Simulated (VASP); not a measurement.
Ge, 1 atom in the cell. The structure is hexagonal, space group P6/mmm (No. 191). Conventional cell: a = 2.849 Å, b = 2.849 Å, c = 2.803 Å, α = 90.00°, β = 90.00°, γ = 120.00°. Within 3.7 Å of Ge (site symmetry 6/mmm) lie 8 Ge at 2.80 to 2.85 Å. 

- Program: VASP 6.6.1
- Task: single point
- Functional: PBE
- Potentials or basis: VASP PAW PBE potentials, release 64 (Ge_d)
- Cutoff: 520 eV
- k mesh: 6 × 6 × 6
- Occupations: gaussian, width 0.1 eV
- Spin: no spin polarisation
- Dipole correction: no
- Further INCAR settings: ALGO = Normal; EDIFF = 1e-06; NBANDS = 13

Potentials or basis: VASP PAW PBE potentials, release 64 (Ge_d).

The run is started by

```bash
$ cat potpaw_PBE.64/Ge_d/POTCAR > POTCAR
$ mpirun -np 1 vasp_std > vasp.out
```

Hardware: 1 thread of Intel(R) Xeon(R) Platinum 8488C (Sapphire Rapids) (shared host).

Task: How long does it take, and how much memory?

Result: It took 5.4 s on 1 thread of Intel(R) Xeon(R) Platinum 8488C (Sapphire Rapids) (shared host), peak memory 0.13 GiB. Counts: scf iterations 10, k points 28.
